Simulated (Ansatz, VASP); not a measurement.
## Two plane-wave programs on MgO

The input POSCAR:

```
MgO
1.0
    3.2882171868      0.0493232579      0.0000000000
   -1.6013933992      2.8230179880      0.0000000000
    0.0000000000      0.0000000000      5.0343664111
Mg O
2 2
Direct
    0.3300695536      0.6666891883     -0.0099008798
    0.6699304464      0.3333108117      0.4900991202
    0.3290290978      0.6669419944      0.3849008798
    0.6709709022      0.3330580056      0.8849008798
```

File INCAR.step1:

```
  PREC = Accurate
  ENCUT = 520
  ISMEAR = 0
  SIGMA = 0.01
  LREAL = F
  LASPH = T
  NELM = 100
  NBANDS = 16
  GGA = PE
  ALGO = Normal
  EDIFF = 1E-4
  LWAVE = T
  LCHARG = F
```

Contents of INCAR.step2:

```
  PREC = Accurate
  ENCUT = 520
  EDIFF = 1E-6
  ISMEAR = 0
  SIGMA = 0.01
  LREAL = F
  LASPH = T
  NELM = 100
  ALGO = Normal
  ISIF = 2
  LWAVE = F
  LCHARG = F
  METAGGA = R2SCAN
  LMIXTAU = T
  NBANDS = 16
  ISTART = 1
```

The input KPOINTS:

```
Automatic mesh
0
Gamma
  12 12 6
```

Input for Ansatz:

```yaml
crystal:
  lattice:
    - [3.2882171868, 0.0493232579, 0.0]
    - [-1.6013933992, 2.823017988, 0.0]
    - [0.0, 0.0, 5.0343664111]
  atoms:
    - { symbol: Mg, position: [0.3300695536, 0.6666891883, -0.0099008798] }
    - { symbol: Mg, position: [0.6699304464, 0.3333108117, 0.4900991202] }
    - { symbol: O, position: [0.3290290978, 0.6669419944, 0.3849008798] }
    - { symbol: O, position: [0.6709709022, 0.3330580056, 0.8849008798] }
kpoints:
  mp_grid: { grid: [12, 12, 6] }
  band_path:
    path:
      - [0.0, 0.0, 0.0]
      - [0.5, 0.0, 0.0]
      - [0.3333333333, 0.3333333333, 0.0]
      - [0.0, 0.0, 0.5]
      - [0.5, 0.0, 0.5]
      - [0.3333333333, 0.3333333333, 0.5]
    npoints: 1
hamiltonian:
  xc: r2scan
scf:
  occupations: { method: fixed }
  n_extra_bands: 5
output:
  forces: true
  stress: true
  eigenvalues: true
```

Change from the starting cell: shear_xy strain +3.0%.

Alike in both runs: task single point; functional r2SCAN; k mesh 12 × 12 × 6; no spin polarisation.

|  | VASP | Ansatz |
| --- | --- | --- |
| version | VASP 6.6.1 | Ansatz 0.2.0 |
| potentials or method | VASP PAW PBE potentials, release 64 (Mg, O) | plane waves, PAW |
| plane-wave cutoff (eV) | 520 | 500 |
| occupations | gaussian, width 0.01 eV | fixed |
| valence electrons in the cell | 16 | 32 |

```tsv
	VASP	Ansatz	Ansatz less VASP
gap on the k mesh at the Fermi level (eV)	4.20	4.22	+0.015
pressure (GPa)	-0.6	0.0	+0.56
traceless stress, the component that is largest in VASP (GPa)	-1.51	-1.48	+0.028
rms of the force components (eV/Å)	0.003	0.002	-0.0014
```

VASP's potentials were made for PBE, not for r2SCAN. Atom by atom the forces differ by 0.002 eV/Å (rms over components). VASP's potentials hold 16 valence electrons a cell and Ansatz's 32, so a difference there can come from the potentials and not from the codes.
